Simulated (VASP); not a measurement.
Set up this calculation in VASP 6.6.1, as the native input.

```
Task                   : relaxation of cell and atoms
Functional             : PBEsol
Potentials or basis    : VASP PAW PBE potentials, release 64 (Hg, F)
Cutoff                 : 600 eV
k mesh                 : 8 × 8 × 8
Occupations            : fermi-dirac, width 0.05 eV
Spin                   : no spin polarisation
Target pressure        : 30 GPa
Dipole correction      : no
Further INCAR settings : ALGO = Normal; EDIFF = 1e-07; IBRION = 2; EDIFFG = -0.03; NSW = 60; ISIF = 3
```

The structure of HgF3 lies in POSCAR:

```
HgF3
1.0
    0.0000000000      2.8650000000      2.8650000000
    2.8650000000      0.0000000000      2.8650000000
    2.8650000000      2.8650000000      0.0000000000
Hg F
1 3
Direct
    0.0000000000      0.0000000000      0.0000000000
    0.5000000000      0.5000000000      0.5000000000
    0.2500000000      0.2500000000      0.2500000000
    0.7500000000      0.7500000000      0.7500000000
```

One way to write it, as run:

INCAR

```
SYSTEM = HgF3
PREC     = Accurate       ! precision mode
ENCUT    = 600            ! plane-wave cutoff, eV
EDIFF    = 1E-7           ! SCF threshold, eV
ISMEAR   = -1             ! smearing method
SIGMA    = 0.05           ! smearing width, eV
LREAL    = .FALSE.        ! projectors in reciprocal space
LASPH    = .TRUE.         ! aspherical terms in the spheres
NELM     = 120            ! most SCF steps
ALGO     = Normal         ! electronic algorithm
ISIF     = 3              ! what is computed and relaxed
LWAVE    = .FALSE.        ! write WAVECAR
LCHARG   = .FALSE.        ! write CHGCAR
GGA      = PS             ! functional
IBRION   = 2              ! ionic algorithm
NSW      = 60             ! ionic steps
EDIFFG   = -0.03          ! ionic threshold
PSTRESS  = 300.0        
GGA_COMPAT= .FALSE.      
NELMIN   = 4
```

KPOINTS

```
regular mesh
0
G
  8 8 8
  0 0 0
```

Potentials or basis: VASP PAW PBE potentials, release 64 (Hg, F).

The run is started by

```sh
$ cat potpaw_PBE.64/Hg/POTCAR potpaw_PBE.64/F/POTCAR > POTCAR
$ mpirun -np 1 vasp_std > vasp.out
```

It gave:

```yaml
Relaxed_volume: 9.36 Å³/atom
Relaxed_cell: a = 3.755 Å, b = 3.755 Å, c = 3.755 Å, α = 60.00°, β = 60.00°, γ = 60.00°
Space_group_after_relaxing_to_0.1_Å: Fm-3m (No. 225)
Energy_change_on_relaxing_the_run_minimises_the_enthalpy: +125.0 meV/atom
Ionic_steps: 4
Pressure_after_relaxing: 29.7 GPa
Band_gap_on_the_k_mesh: zero (an odd number of electrons rules out a gap without spin polarisation)
```

Caveat: the cell is relaxed towards a set pressure, so the run minimises the enthalpy, not the energy; the volume moved by over 15 % at a fixed basis, so the end points are rough; the PAW data sets were made with another functional, which shifts forces and pressure a little; spin-orbit coupling is left out, which moves the levels of the heavy elements; an odd number of electrons without spin polarisation forces a metal; a magnetic or distorted state may lie lower.

Run time: 94 s on 1 thread of Intel(R) Xeon(R) Platinum 8259CL CPU @ 2.50GHz (Skylake/Cascade Lake), with other jobs on the host, peak memory 0.2 GiB.
